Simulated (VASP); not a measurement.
# TaN (P-62m) in VASP: notebook, part 2 of 3

VASP 6.6.1. Earlier steps stand in the parts before.

**3. Single point, PBE**

This run uses another cell than the first one, of 10.87 Å³/atom, 1.025 times its volume.

Input file INCAR:

```
SYSTEM = TaN
ALGO = Normal
EDIFF = 1E-6
ENCUT = 520
GGA = PE
ISIF = 2
ISMEAR = -1
LASPH = .TRUE.
LCHARG = .TRUE.
LELF = .TRUE.
LREAL = .FALSE.
LVHAR = .TRUE.
LWAVE = .FALSE.
NBANDS = 33
NELM = 60
PREC = Accurate
SIGMA = 0.05
```

Input file KPOINTS:

```
k-points
0
G
  6 6 9
  0 0 0
```

Input file POSCAR:

```
TaN
1.0
    5.1199279524      0.0000000000      0.0000000000
   -2.5599639762      4.4339876723      0.0000000000
    0.0000000000      0.0000000000      2.8738111395
Ta N
3 3
Direct
    0.0000000000      0.0000000000      0.0000000000
    0.6666666667      0.3333333333      0.5000000000
    0.3333333333      0.6666666667      0.5000000000
    0.0000000000      0.3950171927      0.0000000000
    0.6049828073      0.6049828073      0.0000000000
    0.3950171927      0.0000000000      0.0000000000
```

Potentials or basis: VASP PAW PBE potentials, release 64 (Ta_pv, N).

Run with:

```sh
cat potpaw_PBE.64/Ta_pv/POTCAR potpaw_PBE.64/N/POTCAR > POTCAR
mpirun -np 1 vasp_std > vasp.out
```

OUTCAR:

```text
SYSTEM = TaN
   EDIFF = 1E-6
   ENCUT = 520
   GGA = PE
   ISIF = 2
   ISMEAR = -1
   LASPH = .TRUE.
   LREAL = .FALSE.
   NELM = 60
   PREC = Accurate

 ion  position               nearest neighbor table
   1  0.000  0.000  0.000-   4 2.02   5 2.02   6 2.02   3 3.29   2 3.29   2 3.29   3 3.29   3 3.29
                             3 3.29   2 3.29   2 3.29   2 3.29   2 3.29   3 3.29   3 3.29
   2  0.667  0.333  0.500-   4 2.13   4 2.13   6 2.13   6 2.13   5 2.13   5 2.13   3 2.96   3 2.96
                             3 2.96   1 3.29   1 3.29   1 3.29   1 3.29   1 3.29   1 3.29
   3  0.333  0.667  0.500-   6 2.13   6 2.13   4 2.13   4 2.13   5 2.13   5 2.13   2 2.96   2 2.96
                             2 2.96   1 3.29   1 3.29   1 3.29   1 3.29   1 3.29   1 3.29
   4  0.000  0.395  0.000-   1 2.02   2 2.13   2 2.13   3 2.13   3 2.13
   5  0.605  0.605  0.000-   1 2.02   2 2.13   2 2.13   3 2.13   3 2.13
   6  0.395  0.000  0.000-   1 2.02   3 2.13   3 2.13   2 2.13   2 2.13

  LATTYP: Found a hexagonal cell.
 ALAT       =     5.1199279524
 C/A-ratio  =     0.5612991367

  Lattice vectors:

 A1 = (   5.1199279524,   0.0000000000,   0.0000000000)
 A2 = (  -2.5599639762,   4.4339876723,   0.0000000000)
 A3 = (   0.0000000000,   0.0000000000,   2.8738111395)

Analysis of symmetry for initial positions (statically):
=====================================================================
 Subroutine PRICEL returns:
 Original cell was already a primitive cell.

 Routine SETGRP: Setting up the symmetry group for a
 hexagonal supercell.

 Subroutine GETGRP returns: Found 12 space group operations
 (whereof 12 operations were pure point group operations)
 out of a pool of 24 trial point group operations.

The static configuration has the point symmetry D_3h.

Analysis of symmetry for dynamics (positions and initial velocities):
=====================================================================
 Subroutine PRICEL returns:
 Original cell was already a primitive cell.

 Routine SETGRP: Setting up the symmetry group for a
[... 131 lines left out ...]
   IALGO  =     38    algorithm
   IMIX   =      4    mixing-type and parameters
     AMIX     =   0.40;   BMIX     =  1.00
     AMIX_MAG =   1.60;   BMIX_MAG =  1.00
  volume/ion in A,a.u.               =      10.87        73.38
  Fermi-wavevector in a.u.,A,eV,Ry     =   1.477916  2.792856 29.718327  2.184235
  Thomas-Fermi vector in A             =   2.592261
   LORBIT       =      0    0 simple, 1 ext, 2 COOP (PROOUT), +10 PAW based schemes
   GGA     = PE    functional components
   LHFCALC =     F    Hartree Fock is set to
   AEXX    =    0.0000 exact exchange contribution
   IVDW    =     0    specifies the selected vdW correction
   LEPSILON=     F    determine dielectric tensor
   LRPA    =     F    only Hartree local field effects (RPA)
 non-spin polarized calculation
  energy-cutoff  :      520.00
  volume of cell :       65.24
 maximum number of plane-waves:      1786
 NGX is ok and might be reduce to    40
   NGX = 19   NGY = 19   NGZ = 11

 number of electron      47.9999996 magnetization

 Free energy of the ion-electron system (eV)
  ---------------------------------------------------
  ext. energy  EPLUGINS =         0.00000000
  ---------------------------------------------------
  free energy    TOTEN  =       -67.23816962 eV

  energy without entropy =      -67.23222136  energy(sigma->0) =      -67.23519549

 E-fermi :   8.7832     XC(G=0): -13.2364

 val. band max:        8.7441336238   @ k =   0.1667   0.0000   0.3333
 cond. band min:       8.8096780922   @ k =   0.0000   0.0000   0.2222
 fundamental gap:      0.0655444684
 Fermi energy:         8.7832260077

 k-point     1 :       0.0000    0.0000    0.0000
  band No.  band energies     occupation
      1     -27.4453      2.00000
      2     -27.4453      2.00000
      3     -27.0478      2.00000
      4     -27.0478      2.00000
      5     -26.8370      2.00000
      6     -26.7078      2.00000
[... 853 lines left out ...]
     32      12.7515      0.00000
     33      14.1931      0.00000

 [... further k-points ...]
[... 5 lines left out ...]
  --------------------------------------------------------------------------------------
  -------------------------------------------------------------------------------------
  Total        8.5497849      8.5497849      8.4883405      0.0000000     -0.0000000      0.0000000
  in kB      209.9661174    209.9661174    208.4571609      0.0000000     -0.0000000      0.0000000
  external PRESSURE =     209.4631319 kB  Pullay stress =       0.0000000 kB

 VOLUME and BASIS-vectors are now :
 -----------------------------------------------------------------------------
  energy-cutoff  :      520.00
  volume of cell :       65.24
      direct lattice vectors                 reciprocal lattice vectors
     5.119927952  0.000000000  0.000000000     0.195315248  0.112765311  0.000000000
    -2.559963976  4.433987672  0.000000000     0.000000000  0.225530623  0.000000000
     0.000000000  0.000000000  2.873811139     0.000000000  0.000000000  0.347969978

 POSITION                                       TOTAL-FORCE (eV/Angst)
 -----------------------------------------------------------------------------------
      0.00000      0.00000      0.00000         0.000000      0.000000      0.000000
      2.55996      1.47800      1.43691         0.000000      0.000000      0.000000
     -0.00000      2.95599      1.43691         0.000000      0.000000      0.000000
     -1.01123      1.75150      0.00000        -0.004520      0.007829      0.000000
      1.54873      2.68249      0.00000        -0.004520     -0.007829      0.000000
      2.02246      0.00000      0.00000         0.009040      0.000000      0.000000
 -----------------------------------------------------------------------------------
    total drift:                               -0.000001     -0.000002      0.000000

  FREE ENERGIE OF THE ION-ELECTRON SYSTEM (eV)
  ---------------------------------------------------
  free  energy   TOTEN  =       -67.2381696182 eV

  energy  without entropy=      -67.2322213637  energy(sigma->0) =      -67.23519549
```

stdout:

```text
POSCAR found type information on POSCAR TaN
 POSCAR found :  2 types and       6 ions
 scaLAPACK will be used
 LDA part: xc-table for (Slater+PW92), standard interpolation
 POSCAR, INCAR and KPOINTS ok, starting setup
 FFT: planning ... GRIDC
 FFT: planning ... GRID_SOFT
 FFT: planning ... GRID
 WAVECAR not read
 entering main loop
```

It took 30 s on 1 thread of Intel Xeon 6975P-C (Granite Rapids), shared host; peak memory 0.21 GiB.

Results:

```
Free energy            : -67.2382 eV
Pressure               : 20.9 GPa
Largest force          : 0.009 eV/Å
Band gap on the k mesh : zero (band 24 reaches 10.58 eV, above the bottom of band 25 at 7.44 eV)
```

Forces on the atoms (eV/Å):
```
Ta   0.000  0.000  0.000
Ta   0.000  0.000  0.000
Ta   0.000  0.000  0.000
N   -0.005  0.008  0.000
N   -0.005 -0.008  0.000
N    0.009  0.000  0.000
```

Levels at points of the mesh, in eV from the Fermi level:
```csv
k point,band 21,band 22,band 23,band 24,band 25,band 26,band 27,band 28
"(0.00, 0.00, 0.00)",-4.37,-3.40,-1.94,-0.95,-0.95,0.62,0.62,2.04
"(0.50, 0.00, 0.00)",-4.01,-4.00,-2.89,-2.69,1.33,1.93,2.03,2.54
```

Caveat: spin-orbit coupling is left out, which moves the levels of the heavy elements.

(Part 2 of 3 ends here.)
